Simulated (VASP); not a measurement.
# C (P6_422) in VASP: further runs

C is run at these levels: PBE; tasks: single point, relaxation of cell and atoms.

Program: VASP 6.6.1. These are calculated values, not measurements. Logs are shortened: lines on timing, memory, paths and dates and some standing lists are left out, and cuts for length are marked.

## 1. The cell of the first run

It takes space group P6_422 (No. 181, hexagonal). Conventional cell: a = 2.455 Å, b = 2.455 Å, c = 2.689 Å, α = 90.00°, β = 90.00°, γ = 120.00°. Within 2.0 Å of C (site symmetry 222) lie 4 C at 1.52 Å.

## 2. Single point, PBE

INCAR reads:

```
SYSTEM = C
  PREC = Accurate
  ENCUT = 520
  EDIFF = 1E-6
  ISMEAR = 0
  SIGMA = 0.1
  LREAL = .False.
  LASPH = .True.
  NELM = 80
  ALGO = Normal
  ISIF = 2
  LWAVE = .False.
  LCHARG = .False.
  GGA = PE
  NBANDS = 13
```

KPOINTS reads:

```
Automatic mesh
0
Gamma
  12 12 6
  0 0 0
```

POSCAR reads:

```
C
1.0
    2.4553558900      0.0000000000      0.0000000000
   -1.2276779500      2.1264005800      0.0000000000
    0.0000000000      0.0000000000      2.6886542600
C
3
Direct
    0.0000000000      0.5000000000      0.3333333300
    0.5000000000      0.5000000000      0.6666666700
    0.5000000000      0.0000000000      0.0000000000
```

Potentials or basis: VASP PAW PBE potentials, release 64 (C).

Launch:

```bash
cat potpaw_PBE.64/C/POTCAR > POTCAR
mpirun -np 1 vasp_std > vasp.out
```

OUTCAR:

```text
SYSTEM = C
   PREC = Accurate
   ENCUT = 520
   EDIFF = 1E-6
   ISMEAR = 0
   LREAL = .False.
   LASPH = .True.
   NELM = 80
   ISIF = 2
   GGA = PE

 ion  position               nearest neighbor table
   1  0.000  0.500  0.333-   3 1.52   3 1.52   2 1.52   2 1.52
   2  0.500  0.500  0.667-   3 1.52   3 1.52   1 1.52   1 1.52
   3  0.500  0.000  0.000-   1 1.52   1 1.52   2 1.52   2 1.52

  LATTYP: Found a hexagonal cell.
 ALAT       =     2.4553558900
 C/A-ratio  =     1.0950161119

  Lattice vectors:

 A1 = (   2.4553558900,   0.0000000000,   0.0000000000)
 A2 = (  -1.2276779500,   2.1264005800,   0.0000000000)
 A3 = (   0.0000000000,   0.0000000000,   2.6886542600)

Analysis of symmetry for initial positions (statically):
=====================================================================
 Subroutine PRICEL returns:
 Original cell was already a primitive cell.

 Routine SETGRP: Setting up the symmetry group for a
 hexagonal supercell.

 Subroutine GETGRP returns: Found 12 space group operations
 (whereof  4 operations were pure point group operations)
 out of a pool of 24 trial point group operations.

The static configuration has the point symmetry D_2 .
 The point group associated with its full space group is D_6 .

Analysis of symmetry for dynamics (positions and initial velocities):
=====================================================================
 Subroutine PRICEL returns:
 Original cell was already a primitive cell.

 Routine SETGRP: Setting up the symmetry group for a
 hexagonal supercell.

 Subroutine GETGRP returns: Found 12 space group operations
 (whereof  4 operations were pure point group operations)
 out of a pool of 24 trial point group operations.

The dynamic configuration has the point symmetry D_2 .
 The point group associated with its full space group is D_6 .

 Subroutine INISYM returns: Found 12 space group operations
 (whereof  4 operations are pure point group operations),
 and found     1 'primitive' translations

----------------------------------------------------------------------------------------

                                     Primitive cell

  volume of cell :      14.0377

  direct lattice vectors                    reciprocal lattice vectors
     2.455355890  0.000000000  0.000000000     0.407272935  0.235139139  0.000000000
    -1.227677950  2.126400580  0.000000000     0.000000000  0.470278277  0.000000000
     0.000000000  0.000000000  2.688654260     0.000000000  0.000000000  0.371933281
[... 91 lines left out ...]
   NFREE  =      0    steps in history (QN), initial steepest desc. (CG)
   ISIF   =      2    stress and relaxation
   ISYM   =      2    0-nonsym 1-usesym 2-fastsym
   POTIM  = 0.5000    time-step for ionic-motion
   TEBEG  =    0.0;   TEEND  =   0.0 temperature during run
   PSTRESS=    0.0 pullay stress
   NELECT =      12.0000    total number of electrons
   NUPDOWN=      -1.0000    fix difference up-down
   EMIN   =  10.00;   EMAX   =-10.00  energy-range for DOS
   EFERMI =   0.00;   METHOD = LEGACY
   ISMEAR =     0;   SIGMA  =   0.10  broadening in eV -4-tet -1-fermi 0-gaus
   EFERMI_NEDOS =   21; number of points for ismear=-14 and -15
   IALGO  =     38    algorithm
   IMIX   =      4    mixing-type and parameters
     AMIX     =   0.40;   BMIX     =  1.00
     AMIX_MAG =   1.60;   BMIX_MAG =  1.00
  volume/ion in A,a.u.               =       4.68        31.58
  Fermi-wavevector in a.u.,A,eV,Ry     =   1.553712  2.936089 32.844734  2.414020
  Thomas-Fermi vector in A             =   2.657903
   LORBIT       =      0    0 simple, 1 ext, 2 COOP (PROOUT), +10 PAW based schemes
   GGA     = PE    functional components
   LHFCALC =     F    Hartree Fock is set to
   AEXX    =    0.0000 exact exchange contribution
   IVDW    =     0    specifies the selected vdW correction
   LEPSILON=     F    determine dielectric tensor
   LRPA    =     F    only Hartree local field effects (RPA)
 non-spin polarized calculation
 Gauss-broadening in eV      SIGMA  =   0.10
  energy-cutoff  :      520.00
  volume of cell :       14.04
 maximum number of plane-waves:       390
   NGX =  9   NGY =  9   NGZ =  9

 number of electron      11.9999997 magnetization

 Free energy of the ion-electron system (eV)
  ---------------------------------------------------
  ext. energy  EPLUGINS =         0.00000000
  ---------------------------------------------------
  free energy    TOTEN  =       -23.28474904 eV

  energy without entropy =      -23.28474904  energy(sigma->0) =      -23.28474904

 E-fermi :  13.7830     XC(G=0): -14.5200

 val. band max:       13.3291867145   @ k =   0.0000   0.0000   0.5000
 cond. band min:      15.0359761642   @ k =   0.5000  -0.0000   0.0000
 fundamental gap:      1.7067894497
 Fermi energy:        13.7829706724

 k-point     1 :       0.0000    0.0000    0.0000
  band No.  band energies     occupation
      1     -11.3546      2.00000
      2       4.3397      2.00000
      3       4.3397      2.00000
      4       6.3062      2.00000
      5      11.5178      2.00000
      6      11.5178      2.00000
      7      22.1291      0.00000
      8      22.1291      0.00000
      9      24.3639      0.00000
     10      24.4572      0.00000
     11      24.4572      0.00000
     12      25.9975      0.00000
     13      27.2385      0.00000
[... 354 lines left out ...]
  band No.  band energies     occupation
      1      -8.0244      2.00000
      2       0.3238      2.00000
      3       2.3606      2.00000
      4       7.5522      2.00000
      5       8.5066      2.00000
      6       9.1368      2.00000
      7      16.8811      0.00000
      8      21.0536      0.00000
      9      22.1274      0.00000
     10      23.8644      0.00000
     11      28.5485      0.00000
     12      29.6885      0.00000
     13      34.4586      0.00000

 [... further k-points ...]
[... 5 lines left out ...]
  --------------------------------------------------------------------------------------
  -------------------------------------------------------------------------------------
  Total        9.0531222      9.0531222      6.5098784     -0.0000000      0.0000000      0.0000000
  in kB     1033.2715530   1033.2715568    743.0002634     -0.0000024      0.0000000      0.0000000
  external PRESSURE =     936.5144577 kB  Pullay stress =       0.0000000 kB

 VOLUME and BASIS-vectors are now :
 -----------------------------------------------------------------------------
  energy-cutoff  :      520.00
  volume of cell :       14.04
      direct lattice vectors                 reciprocal lattice vectors
     2.455355890  0.000000000  0.000000000     0.407272935  0.235139139  0.000000000
    -1.227677950  2.126400580  0.000000000     0.000000000  0.470278277  0.000000000
     0.000000000  0.000000000  2.688654260     0.000000000  0.000000000  0.371933281

 POSITION                                       TOTAL-FORCE (eV/Angst)
 -----------------------------------------------------------------------------------
     -0.61384      1.06320      0.89622        -0.000000     -0.000000      0.000000
      0.61384      1.06320      1.79244        -0.000000      0.000000     -0.000000
      1.22768      0.00000      0.00000         0.000000      0.000000      0.000000
 -----------------------------------------------------------------------------------
    total drift:                                0.000000      0.000000     -0.000003

  FREE ENERGIE OF THE ION-ELECTRON SYSTEM (eV)
  ---------------------------------------------------
  free  energy   TOTEN  =       -23.2847490370 eV

  energy  without entropy=      -23.2847490370  energy(sigma->0) =      -23.28474904
```

OSZICAR:

```text
N       E                     dE             d eps       ncg     rms          rms(c)
DAV:   1     0.117326418609E+02    0.11733E+02   -0.68345E+03  1992   0.910E+02
DAV:   2    -0.231197447683E+02   -0.34852E+02   -0.32738E+02  2537   0.169E+02
DAV:   3    -0.240375048137E+02   -0.91776E+00   -0.91500E+00  2321   0.221E+01
DAV:   4    -0.240393948959E+02   -0.18901E-02   -0.18898E-02  2489   0.122E+00
DAV:   5    -0.240393989406E+02   -0.40448E-05   -0.40447E-05  2337   0.476E-02    0.715E+00
DAV:   6    -0.234780408539E+02    0.56136E+00   -0.33171E-01  2257   0.409E+00    0.434E+00
DAV:   7    -0.232847935371E+02    0.19325E+00   -0.38267E-01  2331   0.454E+00    0.929E-01
DAV:   8    -0.232847589629E+02    0.34574E-04   -0.58199E-03  2316   0.631E-01    0.465E-02
DAV:   9    -0.232847438246E+02    0.15138E-04   -0.10726E-04  2492   0.823E-02    0.192E-02
DAV:  10    -0.232847487297E+02   -0.49051E-05   -0.56981E-06  2327   0.216E-02    0.397E-03
DAV:  11    -0.232847490370E+02   -0.30733E-06   -0.49814E-07  1508   0.690E-03
   1 F= -.23284749E+02 E0= -.23284749E+02  d E =-.744603E-13
```

It took 5.3 s on 1 thread of Intel Xeon 6975P-C (Granite Rapids), shared host; peak memory 0.11 GiB.

Results:

```yaml
Free_energy: -23.2847 eV
Pressure: 93.7 GPa
Band_gap_on_the_k_mesh: 1.71 eV, indirect (least direct gap 5.68 eV)
```

Levels at points of the mesh, in eV from the valence-band top:
| k point | band 2 | band 3 | band 4 | band 5 | band 6 | band 7 | band 8 | band 9 | band 10 | band 11 |
| --- | --- | --- | --- | --- | --- | --- | --- | --- | --- | --- |
| (0.00, 0.00, 0.00) | -8.99 | -8.99 | -7.02 | -1.81 | -1.81 | 8.80 | 8.80 | 11.03 | 11.13 | 11.13 |
| (0.50, 0.00, 0.00) | -17.33 | -6.76 | -6.49 | -5.36 | -4.95 | 1.71 | 4.71 | 9.18 | 10.84 | 17.27 |
| (0.00, 0.00, 0.50) | -20.56 | -3.22 | -3.22 | -1.50 | 0.00 | 5.68 | 5.68 | 9.05 | 9.05 | 12.45 |
| (0.50, 0.00, 0.50) | -14.80 | -13.49 | -12.99 | -4.95 | -3.60 | 2.85 | 5.33 | 11.58 | 14.11 | 15.75 |

A k mesh can miss the band edges. Expect the measured gap to be larger: semilocal functionals such as PBE lack the derivative discontinuity.

## 3. Single point, PBE

This run uses another cell than the first one, of 5.49 Å³/atom, 1.172 times its volume.

INCAR reads:

```
SYSTEM = C
PREC = Accurate
ENCUT = 520
EDIFF = 1E-6
ISMEAR = 0
SIGMA = 0.1
LREAL = .False.
LASPH = .True.
NELM = 100
ALGO = Normal
ISIF = 2
LWAVE = .False.
LCHARG = .False.
GGA = PE
NBANDS = 13
```

KPOINTS is that of step 2.

POSCAR reads:

```
C
1.0
    2.6050966410      0.0000000031      0.0000000000
   -1.3025483232      2.2560798689      0.0000000000
    0.0000000000      0.0000000000      2.8000312838
C
3
Direct
    0.0000000000      0.5000000000      0.3333333333
    0.5000000000      0.5000000000      0.6666666667
    0.5000000000      0.0000000000      0.0000000000
```

Potentials or basis: VASP PAW PBE potentials, release 64 (C).

Launch:

```bash
cat potpaw_PBE.64/C/POTCAR > POTCAR
mpirun -np 1 vasp_std > vasp.out
```

It took 6.6 s on 1 thread of Intel Xeon 6975P-C (Granite Rapids), shared host; peak memory 0.12 GiB.

The run converged. Its results:

* Free energy: -23.9321 eV
* Pressure: 0.7 GPa
* Band gap on the k mesh: 1.92 eV, indirect (least direct gap 4.92 eV)

Levels at points of the mesh, in eV from the valence-band top:
```
           k point  band 2  band 3  band 4  band 5  band 6  band 7  band 8  band 9  band 10  band 11
(0.00, 0.00, 0.00)   -8.04   -8.04   -6.57   -1.87   -1.87    6.82    6.82    9.38     9.74     9.74
(0.50, 0.00, 0.00)  -15.75   -6.11   -5.68   -5.50   -4.22    1.92    4.11    8.13     8.63    14.55
(0.00, 0.00, 0.50)  -18.63   -3.14   -3.14   -1.61    0.00    4.92    4.92    7.26     7.26     8.85
(0.50, 0.00, 0.50)  -13.89  -12.20  -11.72   -4.47   -3.38    2.71    4.01   10.16    12.32    13.27
```

A k mesh can miss the band edges.

## 4. Single point, PBE

This run uses another cell than the first one, of 5.49 Å³/atom, 1.173 times its volume.

INCAR reads:

```
SYSTEM = C
PREC = Accurate
ENCUT = 520
EDIFF = 1E-6
ISMEAR = 0
SIGMA = 0.02
LREAL = .FALSE.
LASPH = .TRUE.
NELM = 100
ALGO = Normal
ISIF = 2
LWAVE = .FALSE.
LCHARG = .TRUE.
GGA = PE
LELF = .TRUE.
LVHAR = .TRUE.
NBANDS = 13
```

KPOINTS reads:

```
regular mesh
0
G
  12 12 10
  0 0 0
```

POSCAR reads:

```
C
1.0
    2.6053683158      0.0000000000      0.0000000000
   -1.3026841579      2.2563151477      0.0000000000
    0.0000000000      0.0000000000      2.8003551717
C
3
Direct
    0.0000000000      0.5000000000      0.3333333333
    0.5000000000      0.5000000000      0.6666666667
    0.5000000000      0.0000000000      0.0000000000
```

Potentials or basis: VASP PAW PBE potentials, release 64 (C).

Launch:

```bash
cat potpaw_PBE.64/C/POTCAR > POTCAR
mpirun -np 1 vasp_std > vasp.out
```

OUTCAR:

```text
SYSTEM = C
   PREC = Accurate
   ENCUT = 520
   EDIFF = 1E-6
   ISMEAR = 0
   LREAL = .FALSE.
   LASPH = .TRUE.
   NELM = 100
   ISIF = 2
   GGA = PE

 ion  position               nearest neighbor table
   1  0.000  0.500  0.333-   3 1.60   3 1.60   2 1.60   2 1.60
   2  0.500  0.500  0.667-   3 1.60   3 1.60   1 1.60   1 1.60
   3  0.500  0.000  0.000-   1 1.60   2 1.60   2 1.60   1 1.60

  LATTYP: Found a hexagonal cell.
 ALAT       =     2.6053683158
[... 572 lines left out ...]
      9      18.7747      0.00000
     10      19.6699      0.00000
     11      24.0798      0.00000
     12      24.4248      0.00000
     13      29.1236      0.00000

 [... further k-points ...]
[... 5 lines left out ...]
  --------------------------------------------------------------------------------------
  -------------------------------------------------------------------------------------
  Total        0.0511491      0.0511491      0.0592291      0.0000000     -0.0000000      0.0000000
  in kB        4.9781384      4.9781384      5.7645245      0.0000000     -0.0000000      0.0000000
  external PRESSURE =       5.2402671 kB  Pullay stress =       0.0000000 kB

 VOLUME and BASIS-vectors are now :
 -----------------------------------------------------------------------------
  energy-cutoff  :      520.00
  volume of cell :       16.46
      direct lattice vectors                 reciprocal lattice vectors
     2.605368316  0.000000000  0.000000000     0.383822891  0.221600250  0.000000000
    -1.302684158  2.256315148  0.000000000     0.000000000  0.443200499  0.000000000
     0.000000000  0.000000000  2.800355172     0.000000000  0.000000000  0.357097560

 POSITION                                       TOTAL-FORCE (eV/Angst)
 -----------------------------------------------------------------------------------
     -0.65134      1.12816      0.93345         0.000000      0.000000      0.000000
      0.65134      1.12816      1.86690        -0.000000      0.000000     -0.000000
      1.30268      0.00000      0.00000        -0.000000      0.000000      0.000000
 -----------------------------------------------------------------------------------
    total drift:                               -0.000000      0.000000     -0.000000

  FREE ENERGIE OF THE ION-ELECTRON SYSTEM (eV)
  ---------------------------------------------------
  free  energy   TOTEN  =       -23.9321801524 eV

  energy  without entropy=      -23.9321801524  energy(sigma->0) =      -23.93218015
```

stdout:

```text
POSCAR found type information on POSCAR C
 POSCAR found :  1 types and       3 ions
 scaLAPACK will be used
 LDA part: xc-table for (Slater+PW92), standard interpolation
 POSCAR, INCAR and KPOINTS ok, starting setup
 FFT: planning ... GRIDC
 FFT: planning ... GRID_SOFT
 FFT: planning ... GRID
 WAVECAR not read
 entering main loop
```

Run time: 10 s. Hardware: 1 thread of Intel Xeon 6975P-C (Granite Rapids), shared host; peak memory 0.13 GiB.

What came out:

```yaml
Free_energy: -23.9322 eV
Pressure: 0.5 GPa
Band_gap_on_the_k_mesh: 1.92 eV, indirect (least direct gap 4.64 eV)
```

A k mesh can miss the band edges. Expect the measured gap to be larger: semilocal functionals such as PBE lack the derivative discontinuity.

(Continued in part 2 of 2.)
